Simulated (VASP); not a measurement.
The system is TiO.

```
CELL_PARAMETERS angstrom
4.98909 0.00000 0.00000
-2.49454 4.32068 0.00000
0.00000 0.00000 2.87331
ATOMIC_POSITIONS crystal
Ti 0.66667 0.33333 0.50000
Ti 0.33333 0.66667 0.50000
Ti 0.00000 0.00000 0.00000
O 0.60556 0.60556 0.00000
O 0.39444 0.00000 0.00000
O 0.00000 0.39444 0.00000
```

| Quantity | Value |
| --- | --- |
| Program | VASP 6.6.1 |
| Task | relaxation of cell and atoms |
| Functional | PBEsol |
| Potentials or basis | VASP PAW PBE potentials, release 64 (Ti_sv, O) |
| Cutoff | 600 eV |
| k mesh | 6 × 6 × 8 |
| Occupations | gaussian, width 0.1 eV |
| Spin | no spin polarisation |

At the start: pressure -5.2 GPa; volume 10.32 Å³/atom.

How do energy, volume and symmetry change on relaxing?

Over 5 steps the energy falls by 4.1 meV/atom and the volume is 10.08 Å³/atom (-2.3 %); space group P-62m (No. 189, to 0.1 Å) before and after.

Step by step:
| step | energy change (eV) | largest force (eV/Å) | pressure (GPa) | volume (Å³) |
| --- | --- | --- | --- | --- |
| 1 | 0.0000 | 0.0131 | -5.20 | 61.94 |
| 2 | 0.0075 | 0.1315 | 6.62 | 58.98 |
| 3 | -0.0238 | 0.0537 | 0.02 | 60.54 |
| 4 | -0.0238 | 0.0550 | 0.09 | 60.51 |
| 5 | -0.0245 | 0.0031 | 0.08 | 60.50 |

Final structure:
```
CELL_PARAMETERS angstrom
4.95892 0.00000 0.00000
-2.47946 4.29455 0.00000
0.00000 0.00000 2.84102
ATOMIC_POSITIONS crystal
Ti 0.66667 0.33333 0.50000
Ti 0.33333 0.66667 0.50000
Ti 0.00000 0.00000 0.00000
O 0.60514 0.60514 0.00000
O 0.39486 0.00000 0.00000
O 0.00000 0.39486 0.00000
```

Caveat: the PAW data sets were made with another functional, which shifts forces and pressure a little.
